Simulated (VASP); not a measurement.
Set up this calculation in VASP 6.6.1, as the native input.

- Task: electric field gradients
- Functional: PBE
- Potentials or basis: VASP PAW PBE potentials, release 64 (Ta_pv, N)
- Cutoff: 520 eV
- k mesh: 5 × 5 × 8
- Occupations: fermi-dirac, width 0.03 eV
- Spin: no spin polarisation
- Dipole correction: no
- Further INCAR settings: ALGO = Normal; EDIFF = 1e-08; NBANDS = 33

The structure of TaN lies in POSCAR:

```
TaN
1.0
    5.1849992558      0.0777749888      0.0777749888
   -2.5251445118      4.4514535797      0.0284676217
    0.0436200000      0.0436200000      2.9080000000
Ta N
3 3
Direct
    0.0000000000      0.0000000000      0.0000000000
    0.3333333333      0.6666666667      0.5000000000
    0.6666666667      0.3333333333      0.5000000000
    0.5000000000      0.0000000000      0.0000000000
    0.5000000000      0.5000000000      0.0000000000
    0.0000000000      0.5000000000      0.0000000000
```

This cell differs from its parent crystal: equal xy, yz and zx shear strains of +3 %.

One way to write it, as run:

INCAR

```
SYSTEM = TaN
ALGO     = Normal         ! electronic algorithm
EDIFF    = 1E-8           ! SCF threshold, eV
ENCUT    = 520            ! plane-wave cutoff, eV
GGA      = PE             ! functional
ISIF     = 2              ! what is computed and relaxed
ISMEAR   = -1             ! smearing method
LASPH    = .TRUE.         ! aspherical terms in the spheres
LCHARG   = .FALSE.        ! write CHGCAR
LEFG     = .TRUE.       
LREAL    = .FALSE.        ! projectors in reciprocal space
LWAVE    = .FALSE.        ! write WAVECAR
NBANDS   = 33             ! bands
NELM     = 60             ! most SCF steps
PREC     = Accurate       ! precision mode
SIGMA    = 0.03           ! smearing width, eV
```

KPOINTS

```
k-points
0
G
  5 5 8
  0 0 0
```

Potentials or basis: VASP PAW PBE potentials, release 64 (Ta_pv, N).

Run with:

```sh
$ cat potpaw_PBE.64/Ta_pv/POTCAR potpaw_PBE.64/N/POTCAR > POTCAR
$ mpirun -np 1 vasp_std > vasp.out
```

It gave:

```yaml
Pressure: 12.1 GPa
Largest_force: 0.357 eV/Å
Band_gap_on_the_k_mesh: zero (bands 24 and 25 overlap by 1.77 eV)
Largest_electric_field_gradient_by_atom: Ta -338.2, -383.1 (each value once); N +32.6, +33.3, +31.2 V/Å²
```

Caveat: the cell differs from its parent crystal (equal xy, yz and zx shear strains of +3 %); the cell stands under pressure; without QUAD_EFG the Cq values of the log hold for a quadrupole moment of 1 mb, not for the nuclei; spin-orbit coupling is left out, which moves the levels of the heavy elements.

It took 95 s on 1 thread of Intel(R) Xeon(R) 6975P-C (Granite Rapids), with other jobs on the host, peak memory 0.31 GiB.
